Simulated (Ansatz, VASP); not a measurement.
## Two plane-wave programs on KC

Contents of INCAR:

```
PREC = Accurate
ENCUT = 600
EDIFF = 1E-7
ISMEAR = 0
SIGMA = 0.1
LREAL = F
LASPH = T
NELM = 100
ALGO = Normal
ISIF = 3
LWAVE = F
LCHARG = F
GGA = PE
IBRION = 2
NSW = 100
EDIFFG = -0.01
```

The input KPOINTS:

```
Automatic mesh
0
Gamma
  14 14 14
```

File POSCAR:

```
KC
1.0
    0.0000000000      3.2694580987      3.2694580987
    3.2694580987      0.0000000000      3.2694580987
    3.2694580987      3.2694580987      0.0000000000
K C
1 1
Direct
    0.0000000000      0.0000000000      0.0000000000
    0.7500000000      0.7500000000      0.7500000000
```

Input for Ansatz:

```yaml
crystal:
  lattice:
    - [0.0, 3.2694580987, 3.2694580987]
    - [3.2694580987, 0.0, 3.2694580987]
    - [3.2694580987, 3.2694580987, 0.0]
  atoms:
    - { symbol: K, position: [0.0, 0.0, 0.0] }
    - { symbol: C, position: [0.75, 0.75, 0.75] }
basis:
  ecutwfc: 420
kpoints:
  mp_grid: { grid: [14, 14, 14] }
hamiltonian:
  xc: pbe
scf:
  occupations: { method: gaussian, width: 0.1 }
output:
  forces: true
  stress: true
  eigenvalues: true
relax:
  adjacent_minimum: "off"
  f_tol: 0.01
  max_steps: 80
  cell: { stress_tol: 0.05 }
```

Change from the starting cell: species swapped into the BeS type (F-43m, No. 216).

Alike in both runs: task relaxation of cell and atoms; functional PBE; k mesh 14 × 14 × 14; occupations gaussian, width 0.1 eV; no spin polarisation.

```csv
,VASP,Ansatz
version,VASP 6.6.1,Ansatz 0.2.0
potentials or method,"VASP PAW PBE potentials, release 64 (K_sv, C), cutoff 600 eV","scalar-relativistic, plane waves, PAW"
valence electrons in the cell,13,13
```

|  | VASP | Ansatz | Ansatz less VASP |
| --- | --- | --- | --- |
| gap on the k mesh at the Fermi level, each at its own relaxed structure (eV) | none | none | - |
| relaxed volume (Å³/atom) | 35.91 | 35.63 | -0.282 |
| relaxed cell length with the largest relative difference (Å) | 4.666 | 4.654 | -0.0122 |

A gap of «none» marks a metal or a gap that the smearing closes.
